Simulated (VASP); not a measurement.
## BaErO4: relaxation of cell and atoms with PBE

BaErO4:

```
Ba Er O
1.0
     0.00000    3.53955    3.53955
     3.53955    0.00000    3.53955
     3.53955    3.53955    0.00000
Ba Er O
1 1 4
Direct
  0.25000 0.25000 0.25000
  0.00000 0.00000 0.00000
  0.62523 0.62523 0.12432
  0.62523 0.12432 0.62523
  0.62523 0.62523 0.62523
  0.12432 0.62523 0.62523
```

The cell was built from a structure type or drawn by symmetry, and may not be a known phase.

```json
{
 "Program": "VASP 6.6.1",
 "Task": "relaxation of cell and atoms",
 "Functional": "PBE",
 "Potentials or basis": "VASP PAW PBE potentials, release 64 (Ba_sv, Er_3, O), 4f in core",
 "Cutoff": "600 eV",
 "k mesh": "4 × 4 × 4",
 "Occupations": "gaussian, width 0.1 eV",
 "Spin": "no spin polarisation",
 "Dipole correction": "no",
 "Mended": "yes",
 "Further INCAR settings": "ALGO = Normal; EDIFF = 1e-07; IBRION = 2; EDIFFG = -0.04; NSW = 90; ISIF = 3"
}
```

| Property | Result |
| --- | --- |
| Relaxed volume | 12.88 Å³/atom |
| Relaxed cell | a = 4.781 Å, b = 4.781 Å, c = 4.781 Å, α = 60.00°, β = 60.00°, γ = 60.00° |
| Space group after relaxing (to 0.1 Å) | F-43m (No. 216) |
| Energy gained by relaxing | 79.5 meV/atom |
| Ionic steps | 5 |
| Pressure after relaxing | -0.3 GPa |
| Largest force after relaxing | 0.026 eV/Å |
| Band gap on the k mesh | zero (an odd number of electrons rules out a gap without spin polarisation) |

Forces on the atoms (eV/Å):
```
Ba   0.000  0.000  0.000
Er   0.000  0.000  0.000
O   -0.015 -0.015  0.015
O   -0.015  0.015 -0.015
O    0.015  0.015  0.015
O    0.015 -0.015 -0.015
```

Step by step:
| step | energy change (eV) | largest force (eV/Å) | pressure (GPa) | volume (Å³) |
| --- | --- | --- | --- | --- |
| 1 | 0.0000 | 0.2374 | -11.29 | 88.69 |
| 2 | -0.4695 | 0.1241 | 1.76 | 75.98 |
| 3 | -0.4751 | 0.1397 | 0.11 | 77.05 |
| 4 | -0.4749 | 0.1427 | -0.21 | 77.27 |
| 5 | -0.4771 | 0.0257 | -0.26 | 77.29 |

Final structure:
```
CELL_PARAMETERS angstrom
0.00000 3.38095 3.38095
3.38095 0.00000 3.38095
3.38095 3.38095 0.00000
ATOMIC_POSITIONS crystal
Ba 0.25000 0.25000 0.25000
Er 0.00000 0.00000 0.00000
O 0.62661 0.62661 0.12016
O 0.62661 0.12016 0.62661
O 0.62661 0.62661 0.62661
O 0.12016 0.62661 0.62661
```

Levels at points of the mesh, in eV from the Fermi level:
| k point | band 19 | band 20 | band 21 | band 22 | band 23 | band 24 |
| --- | --- | --- | --- | --- | --- | --- |
| (0.00, 0.00, 0.00) | -0.57 | -0.57 | 0.54 | 0.54 | 0.54 | 2.38 |
| (0.50, 0.00, 0.00) | -2.39 | -1.87 | -0.53 | 0.31 | 0.31 | 1.21 |
| (0.50, 0.50, 0.00) | -2.30 | -2.18 | -2.18 | 0.22 | 0.22 | 1.77 |

Wall time 59 s on 1 thread of Intel(R) Xeon(R) 6975P-C (Granite Rapids) (shared host), peak memory 0.25 GiB.

Caveat: the k points lie up to 0.40 Å⁻¹ apart in the final cell, too coarse for converged energies and pressures of a metal; spin-orbit coupling is left out, which moves the levels of the heavy elements; the 4f electrons are frozen in the core, so they carry no moment and show no levels; an odd number of electrons without spin polarisation forces a metal; a magnetic or distorted state may lie lower; the run has no spin polarisation, though such a crystal can be magnetic. Spin polarisation is off, so any magnetic state and its effect on volume and gap are missing.
